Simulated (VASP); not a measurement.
Input of a VASP 6.6.1 run:

INCAR

```
PREC     = Accurate       # precision mode
ENCUT    = 520            # plane-wave cutoff, eV
EDIFF    = 1E-6           # SCF threshold, eV
ISMEAR   = 0              # smearing method
SIGMA    = 0.02           # smearing width, eV
LREAL    = F              # projectors in reciprocal space
LASPH    = T              # aspherical terms in the spheres
NELM     = 60             # most SCF steps
ALGO     = Normal         # electronic algorithm
ISIF     = 2              # what is computed and relaxed
LWAVE    = F              # write WAVECAR
LCHARG   = F              # write CHGCAR
GGA      = PE             # functional
NBANDS   = 37             # bands
```

KPOINTS

```
Automatic mesh
0
Gamma
  6 6 10
```

The input POSCAR:

```
B4C3
1.0
    6.8274352052      0.0000000000      0.0000000000
   -3.4137176026      5.9127323304      0.0000000000
    0.0000000000      0.0000000000      2.7333195221
B C
8 6
Direct
    0.9821957396      0.3070944260      0.2500000000
    0.6929055740      0.6751013136      0.2500000000
    0.3248986864      0.0178042604      0.2500000000
    0.6666666667      0.3333333333      0.7500000000
    0.6751013136      0.9821957396      0.7500000000
    0.0178042604      0.6929055740      0.7500000000
    0.3070944260      0.3248986864      0.7500000000
    0.3333333333      0.6666666667      0.2500000000
    0.8486651533      0.2495250860      0.7500000000
    0.7504749140      0.5991400673      0.7500000000
    0.4008599327      0.1513348467      0.7500000000
    0.5991400673      0.8486651533      0.2500000000
    0.1513348467      0.7504749140      0.2500000000
    0.2495250860      0.4008599327      0.2500000000
```

Potentials or basis: VASP PAW PBE potentials, release 64 (B, C).

The run is started by

```sh
$ cat potpaw_PBE.64/B/POTCAR potpaw_PBE.64/C/POTCAR > POTCAR
$ mpirun -np 1 vasp_std > vasp.out
```

What does it give for the band gap on the k mesh?

0.69 eV (least direct gap 2.24 eV).

Predict the largest force.

0.005 eV/Å.

What does it give for the pressure?

0.2 GPa.

Stress tensor (GPa, compression positive):
```
0.16 0.00 0.00
0.00 0.16 0.00
0.00 0.00 0.24
```

A k mesh can miss the band edges.
